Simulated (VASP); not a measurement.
# C (a cell with a defect) in VASP: single point with LDA

Aim: the single point of C (a cell with a defect) with LDA.

Everything below comes from runs of VASP 6.6.1. Logs are shortened: lines on timing, memory, paths and dates and some standing lists are left out, and cuts for length are marked.

### 1 The cell of the first run

The cell holds a defect, 63 atoms: a = 7.140 Å, b = 7.140 Å, c = 7.140 Å, α = 90.00°, β = 90.00°, γ = 90.00°.

### 2 Single point, LDA

INCAR

```
SYSTEM = C
PREC = Accurate
ENCUT = 520
EDIFF = 1E-7
ISMEAR = 0
SIGMA = 0.02
LREAL = Auto
LASPH = .TRUE.
NELM = 80
ALGO = Normal
ISIF = 2
LWAVE = .FALSE.
LCHARG = .FALSE.
GGA = CA
NBANDS = 163
```

KPOINTS

```
Automatic mesh
0
G
  2 2 2
  0 0 0
```

POSCAR

```
C
1.0
    7.1400000000      0.0000000000      0.0000000000
    0.0000000000      7.1400000000      0.0000000000
    0.0000000000      0.0000000000      7.1400000000
C
63
Direct
    0.3902847339      0.1231592437     -0.1064997199
    0.6255452381      0.1409247899      0.1259406162
    0.7493770308      0.2524540616     -0.0008295518
    0.8762833333      0.3763841737      0.1253507003
    0.7427827731      0.0019196078      0.2427133053
    0.8733820728      0.1258009804      0.3735676471
   -0.0003406162      0.0004512605     -0.0005540616
    0.1251901961      0.1241871148      0.1267323529
    0.2573917367      0.2459359944      0.0069123249
    0.3750246499      0.3781078431      0.1283364146
    0.5001222689      0.5014635854      0.0001264706
    0.6240591036      0.6267478992      0.1234655462
    0.7483857143      0.7510477591     -0.0026191877
    0.8722058824      0.8766450980      0.1220985994
    0.2497733894     -0.0008742297      0.2492907563
    0.3751925770      0.1249302521      0.3751316527
    0.4993666667      0.2528760504      0.2500464986
    0.6258039216      0.3765696078      0.3763880952
    0.7495273109      0.5013334734      0.2492148459
    0.8742728291      0.6255359944      0.3738179272
    0.4993303922      0.0005478992      0.4998915966
    0.6259403361      0.1237294118      0.6260886555
    0.7501057423      0.2496942577      0.5001063025
    0.8765021008      0.3740670868      0.6250191877
    0.7495347339     -0.0016333333      0.7499082633
    0.8748606443      0.1245035014      0.8752837535
    0.0020264706      0.4978582633     -0.0001889356
    0.1228932773      0.6239333333      0.1252014006
    0.2493246499      0.7502992997     -0.0003732493
    0.3608225490      0.8648978992      0.1329558824
   -0.0004624650      0.2499938375      0.2502682073
    0.1249337535      0.3745656863      0.3762631653
    0.2489593838      0.5011897759      0.2512669468
    0.3737441176      0.6242239496      0.3764159664
    0.4978532213      0.7528036415      0.2463724090
    0.6221763305      0.8770677871      0.3717001401
   -0.0004463585     -0.0009690476      0.4991911765
    0.1273868347      0.1237173669      0.6273190476
    0.2508634454      0.2485582633      0.5019176471
    0.3761591036      0.3716305322      0.6284644258
    0.5002635854      0.4986039216      0.5010487395
    0.6258019608      0.6236113445      0.6221507003
    0.7487488796      0.7508661064      0.4971021008
    0.8760546218      0.8734885154      0.6221763305
    0.2551642857     -0.0039408964      0.7556925770
    0.5054462185      0.2458030812      0.7578491597
    0.6275822129      0.3775700280      0.8748429972
    0.7514469188      0.5003098039      0.7486266106
    0.8776338936      0.6227191877      0.8731823529
   -0.0021557423      0.7508701681      0.2484841737
    0.1229420168      0.8737295518      0.3756886555
    0.0000295518      0.4996238095      0.4998785714
    0.1258044818      0.6231077031      0.6253264706
    0.2496382353      0.7492924370      0.5003002801
    0.3755857143      0.8743634454      0.6255633053
    0.0021303922      0.2481285714      0.7510460784
    0.1291091036      0.3711644258      0.8762442577
    0.2518156863      0.4974803922      0.7514570028
    0.3755340336      0.6249001401      0.8751617647
    0.5007341737      0.7497299720      0.7492556022
    0.6362099440      0.8617686275      0.8599462185
    0.0005047619      0.7487784314      0.7488987395
    0.1249672269      0.8741334734      0.8749718487
```

Potentials or basis: VASP PAW LDA potentials, release 64 (C).

On the command line:

```bash
$ cat potpaw_LDA.64/C/POTCAR > POTCAR
$ mpirun -np 1 vasp_std > vasp.out
```

OUTCAR:

```text
SYSTEM = C
   PREC = Accurate
   ENCUT = 520
   EDIFF = 1E-7
   ISMEAR = 0
   LREAL = Auto
   LASPH = .TRUE.
   NELM = 80
   ISIF = 2
   GGA = CA

 ion  position               nearest neighbor table
   1  0.390  0.123  0.894-   9 1.52  46 1.54  45 1.65
   2  0.626  0.141  0.126-   3 1.50  17 1.50   5 1.54
   3  0.749  0.252  0.999-   2 1.50  47 1.53   4 1.55  26 1.56
   4  0.876  0.376  0.125-  27 1.54  31 1.54  19 1.55   3 1.55
   5  0.743  0.002  0.243-   2 1.54  36 1.54  14 1.55   6 1.59
   6  0.873  0.126  0.374-  31 1.54  23 1.54  37 1.56   5 1.59
   7  1.000  0.000  0.999-  26 1.54  14 1.54  63 1.55   8 1.55
   8  0.125  0.124  0.127-  15 1.53   9 1.54  31 1.55   7 1.55
[... 19 lines left out ...]
  28  0.123  0.624  0.125-  27 1.54  33 1.55  50 1.55  29 1.56
  29  0.249  0.750  1.000-  30 1.49  63 1.54  59 1.55  28 1.56
  30  0.361  0.865  0.133-  29 1.49  15 1.50  35 1.50
  31  1.000  0.250  0.250-   6 1.54   4 1.54   8 1.55  32 1.55
  32  0.125  0.375  0.376-  52 1.54  33 1.55  31 1.55  39 1.56
  33  0.249  0.501  0.251-  10 1.53  34 1.54  28 1.55  32 1.55
  34  0.374  0.624  0.376-  33 1.54  54 1.54  41 1.55  35 1.58
  35  0.498  0.753  0.246-  30 1.50  36 1.54  12 1.55  34 1.58
  36  0.622  0.877  0.372-  35 1.54   5 1.54  21 1.54  43 1.56
[... 22 lines left out ...]
  59  0.376  0.625  0.875-  11 1.54  58 1.55  60 1.55  29 1.55
  60  0.501  0.750  0.749-  61 1.48  55 1.54  59 1.55  42 1.56
  61  0.636  0.862  0.860-  60 1.48  25 1.49  13 1.49
  62  0.001  0.749  0.749-  49 1.54  53 1.54  44 1.55  63 1.55
  63  0.125  0.874  0.875-  45 1.53  29 1.54  62 1.55   7 1.55

  LATTYP: Found a simple cubic cell.
 ALAT       =     7.1400000000

  Lattice vectors:

 A1 = (   7.1400000000,   0.0000000000,   0.0000000000)
 A2 = (   0.0000000000,   7.1400000000,   0.0000000000)
 A3 = (   0.0000000000,   0.0000000000,   7.1400000000)

Analysis of symmetry for initial positions (statically):
=====================================================================
 Subroutine PRICEL returns:
 Original cell was already a primitive cell.

 Routine SETGRP: Setting up the symmetry group for a
 simple cubic supercell.

 Subroutine GETGRP returns: Found  1 space group operations
 (whereof  1 operations were pure point group operations)
 out of a pool of 48 trial point group operations.

The static configuration has the point symmetry C_1 .

Analysis of symmetry for dynamics (positions and initial velocities):
=====================================================================
 Subroutine PRICEL returns:
 Original cell was already a primitive cell.

 Routine SETGRP: Setting up the symmetry group for a
 simple cubic supercell.

 Subroutine GETGRP returns: Found  1 space group operations
 (whereof  1 operations were pure point group operations)
 out of a pool of 48 trial point group operations.

The dynamic configuration has the point symmetry C_1 .

 Subroutine INISYM returns: Found  1 space group operations
 (whereof  1 operations are pure point group operations),
 and found     1 'primitive' translations

----------------------------------------------------------------------------------------

                                     Primitive cell

  volume of cell :     363.9943

  direct lattice vectors                    reciprocal lattice vectors
     7.140000000  0.000000000  0.000000000     0.140056022  0.000000000  0.000000000
     0.000000000  7.140000000  0.000000000     0.000000000  0.140056022  0.000000000
     0.000000000  0.000000000  7.140000000     0.000000000  0.000000000  0.140056022

  length of vectors
     7.140000000  7.140000000  7.140000000     0.140056022  0.140056022  0.140056022

  position of ions in fractional coordinates (direct lattice)
     0.390284734  0.123159244  0.893500280
     0.625545238  0.140924790  0.125940616
     0.749377031  0.252454062  0.999170448
     0.876283333  0.376384174  0.125350700
     0.742782773  0.001919608  0.242713305
     0.873382073  0.125800980  0.373567647
[... 55 lines left out ...]
     0.000504762  0.748778431  0.748898739
     0.124967227  0.874133473  0.874971849

  ion indices of the primitive-cell ions
   primitive index   ion index
                 1           1
                 2           2
                 3           3
                 4           4
                 5           5
                 6           6
[... 55 lines left out ...]
                62          62
                63          63

----------------------------------------------------------------------------------------

 KPOINTS: Automatic mesh

Automatic generation of k-mesh.
 Grid dimensions read from file:
 generate k-points for:    2    2    2

 Generating k-lattice:

  Cartesian coordinates                     Fractional coordinates (reciprocal lattice)
     0.070028011  0.000000000  0.000000000     0.500000000  0.000000000  0.000000000
     0.000000000  0.070028011  0.000000000     0.000000000  0.500000000  0.000000000
     0.000000000  0.000000000  0.070028011     0.000000000  0.000000000  0.500000000

  Length of vectors
     0.070028011  0.070028011  0.070028011

  Shift w.r.t. Gamma in fractional coordinates (k-lattice)
     0.000000000  0.000000000  0.000000000

 Subroutine IBZKPT returns following result:
 ===========================================

 Found      8 irreducible k-points:

 Following reciprocal coordinates:
            Coordinates               Weight
  0.000000  0.000000  0.000000      1.000000
  0.500000  0.000000  0.000000      1.000000
  0.000000  0.500000  0.000000      1.000000
  0.000000  0.000000  0.500000      1.000000
  0.500000  0.500000  0.000000      1.000000
  0.000000  0.500000  0.500000      1.000000
  0.500000  0.000000  0.500000      1.000000
  0.500000  0.500000  0.500000      1.000000
   k-points           NKPTS =      8   k-points in BZ     NKDIM =      8   number of bands    NBANDS=    163
   number of dos      NEDOS =    301   number of ions     NIONS =     63
   total plane-waves  NPLWV = 157464
   dimension x,y,z NGX =    54 NGY =   54 NGZ =   54
   dimension x,y,z NGXF=   108 NGYF=  108 NGZF=  108
   ions per type =              63
   NGX,Y,Z   is equivalent  to a cutoff of  12.57, 12.57, 12.57 a.u.
   NGXF,Y,Z  is equivalent  to a cutoff of  25.15, 25.15, 25.15 a.u.
 SYSTEM =  C
   PREC   = accura    normal or accurate (medium, high low for compatibility)
   ISTART =      0    job   : 0-new  1-cont  2-samecut
   ICHARG =      2    charge: 1-file 2-atom 10-const
   ISPIN  =      1    spin polarized calculation?
   LNONCOLLINEAR =      F non collinear calculations
   LSORBIT =      F    spin-orbit coupling
   LASPH  =      T    aspherical Exc in radial PAW
   ENCUT  =  520.0 eV  38.22 Ry    6.18 a.u.  13.28 13.28 13.28*2*pi/ulx,y,z
   NELM   =     80;   NELMIN=  2; NELMDL= -5     # of ELM steps
   EDIFF  = 0.1E-06   stopping-criterion for ELM
   LREAL  =      T    real-space projection
   EDIFFG = 0.1E-05   stopping-criterion for IOM
   NSW    =      0    number of steps for IOM
   IBRION =     -1    ionic relax: 0-MD 1-quasi-New 2-CG
   NFREE  =      0    steps in history (QN), initial steepest desc. (CG)
   ISIF   =      2    stress and relaxation
   ISYM   =      2    0-nonsym 1-usesym 2-fastsym
   POTIM  = 0.5000    time-step for ionic-motion
   TEBEG  =    0.0;   TEEND  =   0.0 temperature during run
   PSTRESS=    0.0 pullay stress
   NELECT =     252.0000    total number of electrons
   NUPDOWN=      -1.0000    fix difference up-down
   EMIN   =  10.00;   EMAX   =-10.00  energy-range for DOS
   EFERMI =   0.00;   METHOD = LEGACY
   ISMEAR =     0;   SIGMA  =   0.02  broadening in eV -4-tet -1-fermi 0-gaus
   EFERMI_NEDOS =   21; number of points for ismear=-14 and -15
   IALGO  =     38    algorithm
   IMIX   =      4    mixing-type and parameters
     AMIX     =   0.40;   BMIX     =  1.00
     AMIX_MAG =   1.60;   BMIX_MAG =  1.00
  volume/ion in A,a.u.               =       5.78        38.99
  Fermi-wavevector in a.u.,A,eV,Ry     =   1.448250  2.736795 28.537232  2.097427
  Thomas-Fermi vector in A             =   2.566112
   LORBIT       =      0    0 simple, 1 ext, 2 COOP (PROOUT), +10 PAW based schemes
   GGA     = CA    functional components
   LHFCALC =     F    Hartree Fock is set to
   AEXX    =    0.0000 exact exchange contribution
   IVDW    =     0    specifies the selected vdW correction
   LEPSILON=     F    determine dielectric tensor
   LRPA    =     F    only Hartree local field effects (RPA)
 non-spin polarized calculation
 Gauss-broadening in eV      SIGMA  =   0.02
  energy-cutoff  :      520.00
  volume of cell :      363.99
 maximum number of plane-waves:      9808
 NGX is ok and might be reduce to    54
   NGX = 27   NGY = 27   NGZ = 27

 number of electron     251.9999993 magnetization

 Free energy of the ion-electron system (eV)
  ---------------------------------------------------
  ext. energy  EPLUGINS =         0.00000000
  ---------------------------------------------------
  free energy    TOTEN  =      -629.80683045 eV

  energy without entropy =     -629.80662339  energy(sigma->0) =     -629.80672692

 E-fermi :  10.8494     XC(G=0): -13.4032

 val. band max:       10.8170649151   @ k =   0.0000   0.0000   0.5000
 cond. band min:      10.8817473398   @ k =   0.5000   0.5000   0.5000
 fundamental gap:      0.0646824247
 Fermi energy:        10.8494165491

 k-point     1 :       0.0000    0.0000    0.0000
  band No.  band energies     occupation
      1     -11.7771      2.00000
      2      -9.6172      2.00000
      3      -9.6083      2.00000
      4      -9.5658      2.00000
      5      -9.5505      2.00000
      6      -9.4683      2.00000
[... 1117 lines left out ...]
    137      15.4154      0.00000
    138      15.4305      0.00000
 [bands above 138 left out]

------------------------ aborting loop because EDIFF is reached ----------------------------------------

  FORCE on cell =-STRESS in cart. coord.  units (eV):
  Direction    XX          YY          ZZ          XY          YZ          ZX
  --------------------------------------------------------------------------------------
  -------------------------------------------------------------------------------------
  Total      -31.6590004    -24.6366263    -32.6873170      3.4268396      4.3876788     -6.6565217
  in kB     -139.3519804   -108.4419163   -143.8782747     15.0837639     19.3130458    -29.2997083
  external PRESSURE =    -130.5573904 kB  Pullay stress =       0.0000000 kB

 VOLUME and BASIS-vectors are now :
 -----------------------------------------------------------------------------
  energy-cutoff  :      520.00
  volume of cell :      363.99
      direct lattice vectors                 reciprocal lattice vectors
     7.140000000  0.000000000  0.000000000     0.140056022  0.000000000  0.000000000
     0.000000000  7.140000000  0.000000000     0.000000000  0.140056022  0.000000000
     0.000000000  0.000000000  7.140000000     0.000000000  0.000000000  0.140056022

 POSITION                                       TOTAL-FORCE (eV/Angst)
 -----------------------------------------------------------------------------------
      2.78663      0.87936      6.37959        -1.873822      0.591676     -2.350130
      4.46639      1.00620      0.89922         0.699228     -0.113355      0.631117
      5.35055      1.80252      7.13408        -0.036618     -0.162434      0.019887
      6.25666      2.68738      0.89500         0.025463     -0.008095      0.016307
      5.30347      0.01371      1.73297         0.162319     -0.007276      0.149099
      6.23595      0.89822      2.66727         0.142094     -0.023553      0.135801
[... 55 lines left out ...]
      0.00360      5.34628      5.34714         0.079906      0.070083      0.048981
      0.89227      6.24131      6.24730         0.068674      0.030044      0.102487
 -----------------------------------------------------------------------------------
    total drift:                               -0.032766      0.026649     -0.019920

  FREE ENERGIE OF THE ION-ELECTRON SYSTEM (eV)
  ---------------------------------------------------
  free  energy   TOTEN  =      -629.8068304487 eV

  energy  without entropy=     -629.8066233853  energy(sigma->0) =     -629.80672692
```

Wall time 28 min (1 thread of Intel Xeon 8259CL, shared host); peak memory 0.49 GiB.

Results:

- Free energy: -629.8068 eV
- Pressure: -13.1 GPa
- Largest force: 3.063 eV/Å
- Band gap on the k mesh: zero (bands 126 and 127 overlap by 0.28 eV)

Forces in eV/Å, atoms in the order of the input:
```
C   -1.874  0.592 -2.350
C    0.699 -0.113  0.631
C   -0.037 -0.162  0.020
C    0.025 -0.008  0.016
C    0.162 -0.007  0.149
C    0.142 -0.024  0.136
C    0.032 -0.029  0.033
C    0.022 -0.017 -0.089
C   -0.241  0.141 -0.306
C    0.042 -0.101 -0.138
C    0.021 -0.053  0.008
C    0.015 -0.041  0.032
C    0.016 -0.016  0.054
C    0.051 -0.021  0.053
C    0.083 -0.038 -0.016
C    0.023 -0.050 -0.024
C    0.001 -0.200 -0.104
C   -0.007 -0.027  0.008
C    0.007 -0.042  0.010
C    0.021 -0.011  0.030
C    0.048 -0.025  0.016
C   -0.031  0.004 -0.019
C   -0.002 -0.029  0.039
C   -0.019  0.007  0.004
C    0.006 -0.015  0.043
C    0.000 -0.033  0.011
C   -0.064  0.033  0.011
C    0.000 -0.045  0.031
C    0.060 -0.044  0.073
C    0.012 -0.261  0.295
C    0.055 -0.031  0.000
C    0.018 -0.009 -0.010
C    0.030 -0.078  0.001
C    0.043 -0.061  0.059
C    0.044 -0.113  0.110
C    0.055 -0.036  0.068
C    0.108  0.027  0.120
C    0.020  0.037  0.025
C    0.030  0.003 -0.018
C    0.005  0.120 -0.129
C   -0.015 -0.024 -0.004
C    0.015 -0.037  0.031
C    0.036 -0.012  0.034
C    0.041  0.022  0.047
C    0.465  0.449  0.455
C   -0.235  0.041 -0.128
C   -0.073 -0.063  0.053
C   -0.010 -0.041  0.041
C   -0.007  0.020  0.054
C    0.021 -0.014  0.039
C    0.019  0.016  0.046
C    0.012  0.019  0.014
C   -0.002  0.042  0.001
C    0.028  0.051  0.082
C    0.075  0.018  0.044
C   -0.032  0.018  0.019
C   -0.196  0.169  0.003
C   -0.019  0.052 -0.009
C    0.021 -0.001  0.020
C    0.014 -0.026  0.044
C    0.071 -0.024  0.077
C    0.080  0.070  0.049
C    0.069  0.030  0.102
```

Stress tensor (GPa, compression positive):
```
-13.94   1.51  -2.93
  1.51 -10.84   1.93
 -2.93   1.93 -14.39
```

Levels at points of the mesh, in eV from the Fermi level:
```
           k point  band 123  band 124  band 125  band 126  band 127  band 128  band 129  band 130
(0.00, 0.00, 0.00)     -2.04     -2.01     -1.93      0.22      0.42      0.61      2.98      3.01
(0.50, 0.00, 0.00)     -3.18     -3.13     -2.44     -0.13     -0.06      0.32      2.80      2.85
(0.00, 0.50, 0.00)     -3.19     -3.17     -2.43     -0.32      0.11      0.36      2.74      2.83
(0.00, 0.00, 0.50)     -3.18     -3.12     -2.45     -0.12     -0.03      0.28      2.82      2.85
(0.50, 0.50, 0.00)     -2.84     -2.22     -2.17     -0.25      0.07      0.38      4.17      4.20
(0.00, 0.50, 0.50)     -2.85     -2.22     -2.18     -0.30      0.07      0.43      4.16      4.20
(0.50, 0.00, 0.50)     -2.87     -2.25     -2.23     -0.55      0.26      0.48      4.16      4.18
(0.50, 0.50, 0.50)     -3.12     -3.10     -3.04      0.03      0.25      0.46      4.41      4.46
```

Caveat: the k points lie up to 0.44 Å⁻¹ apart.

The gap in the log of VASP goes by the Fermi energy; the results here count the filled bands.